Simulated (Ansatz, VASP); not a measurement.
NiO2 in VASP and in Ansatz

INCAR

```
SYSTEM = NiO2
  ALGO = Normal
  EDIFF = 1E-6
  ENCUT = 520
  GGA = PS
  ISIF = 2
  ISMEAR = 0
  LASPH = .True.
  LCHARG = .False.
  LREAL = .False.
  LWAVE = .False.
  NBANDS = 18
  NELM = 60
  PREC = Accurate
  SIGMA = 0.05
```

Contents of KPOINTS:

```
k-points
0
Gamma
  12 12 6
  0 0 0
```

The input POSCAR:

```
NiO2
1.0
    2.6203390588      0.0000000000      0.0000000000
   -1.3101695294      2.2692801914      0.0000000000
    0.0000000000      0.0000000000      5.5094805967
Ni O
1 2
Direct
    0.0000000000      0.0000000000      0.5000000000
    0.6666666667      0.3333333333      0.6912080179
    0.3333333333      0.6666666667      0.3087919821
```

Input for Ansatz:

```yaml
crystal:
  lattice:
    - [2.6203390588, 0.0, 0.0]
    - [-1.3101695294, 2.2692801914, 0.0]
    - [0.0, 0.0, 5.5094805967]
  atoms:
    - { symbol: Ni, position: [0.0, 0.0, 0.5] }
    - { symbol: O, position: [0.6666666667, 0.3333333333, 0.6912080179] }
    - { symbol: O, position: [0.3333333333, 0.6666666667, 0.3087919821] }
basis:
  ecutwfc: 420
kpoints:
  mp_grid: { grid: [12, 12, 6] }
hamiltonian:
  xc: pbesol
scf:
  occupations: { method: gaussian, width: 0.05 }
output:
  forces: true
  stress: true
  eigenvalues: true
```

Alike in both runs: task single point; functional PBEsol; k mesh 12 × 12 × 6; occupations gaussian, width 0.05 eV; no spin polarisation.

```csv
,VASP,Ansatz
version,VASP 6.6.1,Ansatz 0.2.0
potentials or method,"VASP PAW PBE potentials, release 64 (Ni, O), cutoff 520 eV","scalar-relativistic, plane waves, PAW"
valence electrons in the cell,22,30
```

|  | VASP | Ansatz | Ansatz less VASP |
| --- | --- | --- | --- |
| gap on the k mesh at the Fermi level (eV) | 1.37 | 1.39 | +0.027 |
| least direct gap on the mesh (eV) | 1.45 | 1.47 | +0.019 |
| pressure (GPa) | 10.9 | 10.1 | -0.78 |
| traceless stress, the component that is largest in VASP (GPa) | -18.30 | -18.41 | -0.117 |
| rms of the force components (eV/Å) | 0.331 | 0.382 | +0.0507 |

VASP's potentials were made for PBE, not for PBEsol. Atom by atom the forces differ by 0.051 eV/Å (rms over components). The functional is the same, so the differences come from potentials, cutoffs and numerics. VASP's potentials hold 22 valence electrons a cell and Ansatz's 30, so a difference there can come from the potentials and not from the codes.
